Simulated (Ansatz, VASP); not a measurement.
## GaSb3 in VASP and in Ansatz

```xyz
4
Lattice="-3.2238 3.2238 3.2238 3.2238 -3.2238 3.2238 3.2238 3.2238 -3.2238" Properties=species:S:1:pos:R:3 pbc="T T T"
Ga    0.0000    0.0000    0.0000
Sb    3.2238    0.0000    0.0000
Sb    0.0000    3.2238    0.0000
Sb    0.0000    0.0000    3.2238
```

Alike in both runs: task relaxation of cell and atoms; functional PBE; k mesh 4 × 4 × 4; occupations gaussian, width 0.1 eV; no spin polarisation.

|  | VASP | Ansatz |
| --- | --- | --- |
| version | VASP 6.6.1 | Ansatz 0.2.0 |
| potentials or method | VASP PAW PBE potentials, release 64 (Ga_d, Sb), cutoff 600 eV | scalar-relativistic, plane waves, PAW |
| valence electrons in the cell | 28 | 58 |

|  | VASP | Ansatz | Ansatz less VASP |
| --- | --- | --- | --- |
| gap on the k mesh at the Fermi level, each at its own relaxed structure (eV) | none | none | - |
| relaxed volume (Å³/atom) | 27.36 | 27.45 | +0.086 |
| relaxed cell length with the largest relative difference (Å) | 5.219 | 5.225 | +0.0055 |

A gap of «none» marks a metal or a gap that the smearing closes. VASP's potentials hold 28 valence electrons a cell and Ansatz's 58, so a difference there can come from the potentials and not from the codes.

Spin-orbit coupling is off throughout. Noted on VASP's run: the volume moved by over 15 % at a fixed basis, so the end points are rough.
